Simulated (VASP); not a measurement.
Set up this calculation in VASP 6.6.1, as the native input.

| Item | Value |
| --- | --- |
| Task | single point |
| Functional | PBE |
| Potentials or basis | VASP PAW PBE potentials, release 64 (Zr_sv, S) |
| Cutoff | 520 eV |
| k mesh | 12 × 12 × 4 |
| Occupations | gaussian, width 0.1 eV |
| Spin | no spin polarisation |
| Dipole correction | no |
| Further INCAR settings | ALGO = Normal; EDIFF = 1e-06; NBANDS = 32 |

The structure of Zr3S2 lies in POSCAR:

```
Zr3S2
1.0
    3.5908384787      0.0000000000      0.0000000000
   -1.7954192393      3.1097573434      0.0000000000
    0.0000000000      0.0000000000      8.6991893966
Zr S
3 2
Direct
    0.0000000000      0.0000000000      0.0000000000
    0.6666666667      0.3333333333      0.3492543745
    0.3333333333      0.6666666667      0.6507456255
    0.6666666667      0.3333333333      0.8204489039
    0.3333333333      0.6666666667      0.1795510961
```

This cell differs from its parent crystal: atoms taken out.

These files were run (other wordings do the same):

INCAR

```
SYSTEM = Zr3S2
  PREC = Accurate
  ENCUT = 520
  EDIFF = 1E-6
  ISMEAR = 0
  SIGMA = 0.1
  LREAL = .FALSE.
  LASPH = .TRUE.
  NELM = 80
  ALGO = Normal
  ISIF = 2
  LWAVE = .FALSE.
  LCHARG = .FALSE.
  GGA = PE
  NBANDS = 32
```

KPOINTS

```
Automatic mesh
0
G
  12 12 4
  0 0 0
```

Potentials or basis: VASP PAW PBE potentials, release 64 (Zr_sv, S).

Command:

```console
$ cat potpaw_PBE.64/Zr_sv/POTCAR potpaw_PBE.64/S/POTCAR > POTCAR
$ mpirun -np 1 vasp_std > vasp.out
```

Results of the run:

```json
{
 "Pressure": "0.0 GPa",
 "Largest force": "0.019 eV/Å",
 "Band gap on the k mesh": "zero (bands 24 and 25 overlap by 0.88 eV)"
}
```

Caveat: the cell differs from its parent crystal (atoms taken out).

It took 110 s on 1 thread of Intel(R) Xeon(R) 6975P-C (Granite Rapids), on a shared host, peak memory 0.32 GiB.
